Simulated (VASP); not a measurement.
# KI (P1) in VASP: single point with PBEsol

Aim: the single point of KI with PBEsol.

Program: VASP 6.6.1. These are calculated values, not measurements. Logs are shortened: lines on timing, memory, paths and dates and some standing lists are left out, and cuts for length are marked.

### 1 The cell of the first run

The typed cell holds 2 atoms: a = 5.013 Å, b = 5.013 Å, c = 5.013 Å, α = 60.00°, β = 60.00°, γ = 60.00°.

### 2 Single point, PBEsol

File INCAR:

```
SYSTEM = KI
PREC = Accurate
ENCUT = 520
EDIFF = 1E-6
ISMEAR = -1
SIGMA = 0.112
LREAL = .False.
LASPH = .True.
NELM = 100
ALGO = Normal
ISIF = 2
LWAVE = .False.
LCHARG = .True.
GGA = PS
LELF = .True.
LVHAR = .True.
NBANDS = 15
```

File KPOINTS:

```
Automatic mesh
0
Gamma
  4 4 4
  0 0 0
```

File POSCAR:

```
KI
1.0
    0.0000000000      3.5445661619      3.5445661619
    3.5445661619      0.0000000000      3.5445661619
    3.5445661619      3.5445661619      0.0000000000
K I
1 1
Direct
   -0.0190559287     -0.0100711902      0.0148847553
    0.5154975014      0.5067920637      0.4907286028
```

Potentials or basis: VASP PAW PBE potentials, release 64 (K_sv, I).

On the command line:

```console
$ cat potpaw_PBE.64/K_sv/POTCAR potpaw_PBE.64/I/POTCAR > POTCAR
$ mpirun -np 1 vasp_std > vasp.out
```

OUTCAR:

```text
SYSTEM = KI
   PREC = Accurate
   ENCUT = 520
   EDIFF = 1E-6
   ISMEAR = -1
   LREAL = .False.
   LASPH = .True.
   NELM = 100
   ISIF = 2
   GGA = PS

 ion  position               nearest neighbor table
   1  0.981  0.990  0.015-   2 3.36   2 3.51   2 3.52   2 3.58   2 3.59
   2  0.515  0.507  0.491-   1 3.36   1 3.51   1 3.52   1 3.58   1 3.59

  LATTYP: Found a face centered cubic cell.
 ALAT       =     7.0891323238

  Lattice vectors:

 A1 = (   0.0000000000,   3.5445661619,   3.5445661619)
 A2 = (   3.5445661619,   0.0000000000,   3.5445661619)
 A3 = (   3.5445661619,   3.5445661619,   0.0000000000)

Analysis of symmetry for initial positions (statically):
=====================================================================
 Subroutine PRICEL returns:
 Original cell was already a primitive cell.

 Routine SETGRP: Setting up the symmetry group for a
 face centered cubic supercell.

 Subroutine GETGRP returns: Found  1 space group operations
 (whereof  1 operations were pure point group operations)
 out of a pool of 48 trial point group operations.

The static configuration has the point symmetry C_1 .

Analysis of symmetry for dynamics (positions and initial velocities):
=====================================================================
 Subroutine PRICEL returns:
 Original cell was already a primitive cell.

 Routine SETGRP: Setting up the symmetry group for a
 face centered cubic supercell.

 Subroutine GETGRP returns: Found  1 space group operations
 (whereof  1 operations were pure point group operations)
 out of a pool of 48 trial point group operations.

The dynamic configuration has the point symmetry C_1 .

 Subroutine INISYM returns: Found  1 space group operations
 (whereof  1 operations are pure point group operations),
 and found     1 'primitive' translations

----------------------------------------------------------------------------------------

                                     Primitive cell

  volume of cell :      89.0675

  direct lattice vectors                    reciprocal lattice vectors
     0.000000000  3.544566162  3.544566162    -0.141060987  0.141060987  0.141060987
     3.544566162  0.000000000  3.544566162     0.141060987 -0.141060987  0.141060987
     3.544566162  3.544566162  0.000000000     0.141060987  0.141060987 -0.141060987

  length of vectors
     5.012773539  5.012773539  5.012773539     0.244324796  0.244324796  0.244324796

  position of ions in fractional coordinates (direct lattice)
     0.980944071  0.989928810  0.014884755
     0.515497501  0.506792064  0.490728603

  ion indices of the primitive-cell ions
   primitive index   ion index
                 1           1
                 2           2

----------------------------------------------------------------------------------------

 KPOINTS: Automatic mesh

Automatic generation of k-mesh.
 Grid dimensions read from file:
 generate k-points for:    4    4    4

 Generating k-lattice:

  Cartesian coordinates                     Fractional coordinates (reciprocal lattice)
    -0.035265247  0.035265247  0.035265247     0.250000000  0.000000000  0.000000000
     0.035265247 -0.035265247  0.035265247     0.000000000  0.250000000  0.000000000
     0.035265247  0.035265247 -0.035265247     0.000000000  0.000000000  0.250000000

  Length of vectors
     0.061081199  0.061081199  0.061081199

  Shift w.r.t. Gamma in fractional coordinates (k-lattice)
     0.000000000  0.000000000  0.000000000

 Subroutine IBZKPT returns following result:
 ===========================================

 Found     36 irreducible k-points:

 Following reciprocal coordinates:
            Coordinates               Weight
  0.000000  0.000000  0.000000      1.000000
  0.250000  0.000000  0.000000      2.000000
  0.000000  0.250000  0.000000      2.000000
  0.000000  0.000000  0.250000      2.000000
  0.250000  0.250000  0.250000      2.000000
  0.500000  0.000000  0.000000      1.000000
[... 16 lines left out ...]
  0.250000  0.500000  0.500000      2.000000
  0.500000  0.000000  0.250000      2.000000
 [... further k-points ...]
   k-points           NKPTS =     36   k-points in BZ     NKDIM =     36   number of bands    NBANDS=     15
   number of dos      NEDOS =    301   number of ions     NIONS =      2
   total plane-waves  NPLWV =  64000
   dimension x,y,z NGX =    40 NGY =   40 NGZ =   40
   dimension x,y,z NGXF=    80 NGYF=   80 NGZF=   80
   ions per type =               1   1
   NGX,Y,Z   is equivalent  to a cutoff of  13.27, 13.27, 13.27 a.u.
   NGXF,Y,Z  is equivalent  to a cutoff of  26.53, 26.53, 26.53 a.u.
 SYSTEM =  KI
   PREC   = accura    normal or accurate (medium, high low for compatibility)
   ISTART =      0    job   : 0-new  1-cont  2-samecut
   ICHARG =      2    charge: 1-file 2-atom 10-const
   ISPIN  =      1    spin polarized calculation?
   LNONCOLLINEAR =      F non collinear calculations
   LSORBIT =      F    spin-orbit coupling
   LASPH  =      T    aspherical Exc in radial PAW
   ENCUT  =  520.0 eV  38.22 Ry    6.18 a.u.   9.32  9.32  9.32*2*pi/ulx,y,z
   NELM   =    100;   NELMIN=  2; NELMDL= -5     # of ELM steps
   EDIFF  = 0.1E-05   stopping-criterion for ELM
   LREAL  =      F    real-space projection
   EDIFFG = 0.1E-04   stopping-criterion for IOM
   NSW    =      0    number of steps for IOM
   IBRION =     -1    ionic relax: 0-MD 1-quasi-New 2-CG
   NFREE  =      0    steps in history (QN), initial steepest desc. (CG)
   ISIF   =      2    stress and relaxation
   ISYM   =      2    0-nonsym 1-usesym 2-fastsym
   POTIM  = 0.5000    time-step for ionic-motion
   TEBEG  =    0.0;   TEEND  =   0.0 temperature during run
   PSTRESS=    0.0 pullay stress
   NELECT =      16.0000    total number of electrons
   NUPDOWN=      -1.0000    fix difference up-down
   EMIN   =  10.00;   EMAX   =-10.00  energy-range for DOS
   EFERMI =   0.00;   METHOD = LEGACY
   ISMEAR =    -1;   SIGMA  =   0.11  broadening in eV -4-tet -1-fermi 0-gaus
   EFERMI_NEDOS =   21; number of points for ismear=-14 and -15
   IALGO  =     38    algorithm
   IMIX   =      4    mixing-type and parameters
     AMIX     =   0.40;   BMIX     =  1.00
     AMIX_MAG =   1.60;   BMIX_MAG =  1.00
  volume/ion in A,a.u.               =      44.53       300.53
  Fermi-wavevector in a.u.,A,eV,Ry     =   0.923723  1.745583 11.609363  0.853264
  Thomas-Fermi vector in A             =   2.049391
   LORBIT       =      0    0 simple, 1 ext, 2 COOP (PROOUT), +10 PAW based schemes
   GGA     = PS    functional components
   LHFCALC =     F    Hartree Fock is set to
   AEXX    =    0.0000 exact exchange contribution
   IVDW    =     0    specifies the selected vdW correction
   LEPSILON=     F    determine dielectric tensor
   LRPA    =     F    only Hartree local field effects (RPA)
 non-spin polarized calculation
  energy-cutoff  :      520.00
  volume of cell :       89.07
 maximum number of plane-waves:      2421
 NGX is ok and might be reduce to    40
   NGX = 19   NGY = 19   NGZ = 19

 number of electron      16.0000000 magnetization

 Free energy of the ion-electron system (eV)
  ---------------------------------------------------
  ext. energy  EPLUGINS =         0.00000000
  ---------------------------------------------------
  free energy    TOTEN  =        -5.79517723 eV

  energy without entropy =       -5.79517721  energy(sigma->0) =       -5.79517722

 E-fermi :   1.4708     XC(G=0):  -7.2959

 val. band max:       -0.5661526758   @ k =   0.0000   0.0000   0.0000
 cond. band min:       3.2357603930   @ k =   0.0000   0.0000   0.0000
 fundamental gap:      3.8019130688
 Fermi energy:         1.4708312010

 k-point     1 :       0.0000    0.0000    0.0000
  band No.  band energies     occupation
      1     -28.8965      2.00000
      2     -12.4575      2.00000
      3     -12.4481      2.00000
      4     -12.4479      2.00000
      5     -11.0771      2.00000
      6      -0.5700      2.00000
      7      -0.5670      2.00000
      8      -0.5662      2.00000
      9       3.2358      0.00000
     10       5.8825      0.00000
     11       5.8959      0.00000
     12       5.9074      0.00000
     13       6.6200      0.00000
     14       6.6652      0.00000
     15       8.9937      0.00000

 k-point     2 :       0.2500    0.0000    0.0000
  band No.  band energies     occupation
      1     -28.8955      2.00000
      2     -12.5357      2.00000
      3     -12.4526      2.00000
      4     -12.4493      2.00000
      5     -10.9339      2.00000
      6      -1.3276      2.00000
      7      -0.7394      2.00000
      8      -0.7377      2.00000
      9       4.3395      0.00000
     10       5.9096      0.00000
     11       6.4701      0.00000
     12       6.4719      0.00000
     13       7.3255      0.00000
     14       7.3747      0.00000
     15       9.6111      0.00000

 k-point     3 :       0.0000    0.2500    0.0000
  band No.  band energies     occupation
      1     -28.8955      2.00000
      2     -12.5369      2.00000
      3     -12.4529      2.00000
      4     -12.4494      2.00000
      5     -10.9323      2.00000
      6      -1.3294      2.00000
      7      -0.7362      2.00000
      8      -0.7331      2.00000
      9       4.3385      0.00000
     10       5.8755      0.00000
     11       6.4553      0.00000
     12       6.4704      0.00000
     13       7.3423      0.00000
     14       7.4124      0.00000
     15       9.6152      0.00000
[... 343 lines left out ...]
 k-point    23 :       0.2500    0.5000    0.5000
  band No.  band energies     occupation
      1     -28.8941      2.00000
      2     -12.5479      2.00000
      3     -12.4691      2.00000
      4     -12.4606      2.00000
      5     -10.8636      2.00000
      6      -1.5955      2.00000
      7      -1.1032      2.00000
      8      -0.9127      2.00000
      9       5.0051      0.00000
     10       6.0133      0.00000
     11       6.6345      0.00000
     12       7.6330      0.00000
     13       8.1032      0.00000
     14       8.4852      0.00000
     15       9.1283      0.00000

 k-point    24 :       0.5000    0.0000    0.2500
  band No.  band energies     occupation
      1     -28.8941      2.00000
      2     -12.5470      2.00000
      3     -12.4694      2.00000
      4     -12.4605      2.00000
      5     -10.8643      2.00000
      6      -1.5951      2.00000
      7      -1.1057      2.00000
      8      -0.9129      2.00000
      9       5.0034      0.00000
     10       6.0122      0.00000
     11       6.6570      0.00000
     12       7.6434      0.00000
     13       8.0876      0.00000
     14       8.4799      0.00000
     15       9.1146      0.00000

 [... further k-points ...]
[... 5 lines left out ...]
  --------------------------------------------------------------------------------------
  -------------------------------------------------------------------------------------
  Total       -0.2058864     -0.2007778      0.0444188      0.0015128     -0.0113523      0.0079546
  in kB       -3.7035565     -3.6116613      0.7990214      0.0272122     -0.2042085      0.1430907
  external PRESSURE =      -2.1720655 kB  Pullay stress =       0.0000000 kB

 VOLUME and BASIS-vectors are now :
 -----------------------------------------------------------------------------
  energy-cutoff  :      520.00
  volume of cell :       89.07
      direct lattice vectors                 reciprocal lattice vectors
     0.000000000  3.544566162  3.544566162    -0.141060987  0.141060987  0.141060987
     3.544566162  0.000000000  3.544566162     0.141060987 -0.141060987  0.141060987
     3.544566162  3.544566162  0.000000000     0.141060987  0.141060987 -0.141060987

 POSITION                                       TOTAL-FORCE (eV/Angst)
 -----------------------------------------------------------------------------------
      3.56163      3.52978      6.98589        -0.022547      0.032226      0.183668
      3.53578      3.56664      3.62357         0.022547     -0.032226     -0.183668
 -----------------------------------------------------------------------------------
    total drift:                                0.000050      0.000023     -0.000133

  FREE ENERGIE OF THE ION-ELECTRON SYSTEM (eV)
  ---------------------------------------------------
  free  energy   TOTEN  =        -5.7951772301 eV

  energy  without entropy=       -5.7951772113  energy(sigma->0) =       -5.79517722
```

Wall time 44 s (1 thread of Intel Xeon Platinum 8559C (Emerald Rapids), shared host); peak memory 0.25 GiB.

Results:

* Free energy: -5.7952 eV
* Pressure: -0.2 GPa
* Largest force: 0.188 eV/Å
* Band gap on the k mesh: 3.80 eV

Forces on the atoms (eV/Å):
```
K   -0.023  0.032  0.184
I    0.023 -0.032 -0.184
```

Caveat: the atoms stand as in a frame of molecular dynamics; the PAW data sets were made with another functional, which shifts forces and pressure a little; spin-orbit coupling is left out, which moves the levels of the heavy elements. As with any semilocal functional, this PBEsol gap is likely too small.
